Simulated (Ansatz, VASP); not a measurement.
**One calculation of NaCl, two programs**

The input INCAR:

```
SYSTEM = NaCl
ALGO = Normal
EDIFF = 1E-6
EDIFFG = -0.01
ENCUT = 600
GGA = PE
IBRION = 2
ISIF = 3
ISMEAR = 0
LASPH = .True.
LCHARG = .False.
LREAL = .False.
LWAVE = .False.
NELM = 100
NSW = 100
PREC = Accurate
SIGMA = 0.02
```

File KPOINTS:

```
k-points
0
Gamma
  6 6 4
  0 0 0
```

The input POSCAR:

```
NaCl
1.0
    3.8357683034      0.0000000000      0.0000000000
    0.0000000000      3.8357683034      0.0000000000
    0.0000000000      0.0000000000      5.8633202992
Na Cl
1 1
Direct
    0.5000000000      0.5000000000      0.5000000000
    0.0000000000      0.0000000000      0.5000000000
```

Input for Ansatz:

```yaml
crystal:
  lattice:
    - [3.8357683034, 0.0, 0.0]
    - [0.0, 3.8357683034, 0.0]
    - [0.0, 0.0, 5.8633202992]
  atoms:
    - { symbol: Na, position: [0.5, 0.5, 0.5] }
    - { symbol: Cl, position: [0.0, 0.0, 0.5] }
basis:
  ecutwfc: 420
kpoints:
  mp_grid: { grid: [6, 6, 4] }
hamiltonian:
  xc: pbe
scf:
  occupations: { method: gaussian, width: 0.02 }
output:
  forces: true
  stress: true
  eigenvalues: true
relax:
  adjacent_minimum: "off"
  f_tol: 0.01
  max_steps: 80
  cell: { stress_tol: 0.05 }
```

Alike in both runs: task relaxation of cell and atoms; functional PBE; k mesh 6 × 6 × 4; occupations gaussian, width 0.02 eV; no spin polarisation.

|  | VASP | Ansatz |
| --- | --- | --- |
| version | VASP 6.6.1 | Ansatz 0.2.0 |
| potentials or method | VASP PAW PBE potentials, release 64 (Na_pv, Cl), cutoff 600 eV | scalar-relativistic, plane waves, PAW |
| valence electrons in the cell | 14 | 16 |

VASP gave:

| Property | Result |
| --- | --- |
| gap on the k mesh at the Fermi level, each at its own relaxed structure (eV) | 4.52 |
| relaxed volume (Å³/atom) | 43.49 |
| relaxed length of the cell vector where the two differ most in proportion (Å) | 5.867 |

Q: Estimate Ansatz's values.

A: gap on the k mesh at the Fermi level, each at its own relaxed structure (eV): 4.57; relaxed volume (Å³/atom): 46.75; relaxed length of the cell vector where the two differ most in proportion (Å): 6.300.

One of these differences is far larger than is usual between the two programs; its cause wasn't traced. VASP's potentials hold 14 valence electrons a cell and Ansatz's 16, so a difference there can come from the potentials and not from the codes.
